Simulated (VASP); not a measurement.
A run of VASP 6.6.1 is set up as follows.

INCAR

```
ALGO = Normal
EDIFF = 1E-6
ENCUT = 520
GGA = RP
ISIF = 2
ISMEAR = -1
ISPIN = 2
LASPH = T
LCHARG = T
LELF = T
LMAXMIX = 4
LORBIT = 11
LREAL = F
LVHAR = T
LWAVE = F
MAGMOM = 3.14 -3.14
NBANDS = 24
NELM = 150
PREC = Accurate
SIGMA = 0.05
```

Contents of KPOINTS:

```
k-points
0
Gamma
  12 12 12
```

The input POSCAR:

```
Mn
1.0
    2.9867760006      0.0000000000      0.0000000000
    0.0000000000      2.9867760006      0.0000000000
    0.0000000000      0.0000000000      2.9867760006
Mn
2
Direct
    0.0000000000      0.0000000000      0.0000000000
    0.5000000000      0.5000000000      0.5000000000
```

Potentials or basis: VASP PAW PBE potentials, release 64 (Mn_pv).

The run is started by

```bash
$ cat potpaw_PBE.64/Mn_pv/POTCAR > POTCAR
$ mpirun -np 1 vasp_std > vasp.out
```

(1) Predict the site moments.

(2) What does it give for the band gap on the k mesh?

(3) Predict the net moment.

## Answers

(1) Mn +3.02, -3.02 μB.

(2) zero (filled and empty bands overlap).

(3) 0.00 μB per cell.
